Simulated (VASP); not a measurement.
Runs of VASP 6.6.1 on WC. The structure is that of space group Fm-3m (No. 225), or close to it. The cells are those of the table. 

```csv
level,potentials or basis,cell,cutoff (eV),gap on the mesh (eV),pressure (GPa)
BLYP,"VASP PAW PBE potentials, release 64 (W_sv, C_h)","a = 3.135 Å, angles 60.0°, 2 atoms",1300,none,(a)
BLYP,"VASP PAW PBE potentials, release 64 (W_sv, C_h)","a = 3.101 Å, angles 60.0°, 2 atoms",1300,none,13.8
LDA,"VASP PAW LDA potentials, release 64 (W_sv, C_h)","a = 3.142 Å, angles 60.0°, 2 atoms",1300,none,-26.4
LDA,"VASP PAW LDA potentials, release 64 (W_sv, C_h)","a = 3.056 Å, angles 60.0°, 2 atoms",1300,none,(b)
r2SCAN,"VASP PAW PBE potentials, release 64 (W_sv, C_h)","a = 3.101 Å, angles 60.0°, 2 atoms",1430,none,-3.9
```

Alike in all rows: task single point; no spin polarisation; k mesh 10 × 10 × 10; smearing fermi-dirac 0.05 eV.

Question: Fill in the values left out.

Answer: (a) 1.9; (b) 2.4.

Caveats: spin-orbit coupling is left out, which moves the levels of the heavy elements; the PAW data sets were made with another functional, which shifts forces and pressure a little (at least some runs); the cell stands under tension (at least some runs); the cell stands under pressure (at least some runs).

A k mesh can miss the band edges, and the runs leave out spin-orbit coupling on W.

A gap of «none» marks levels without a gap at the run's occupations.
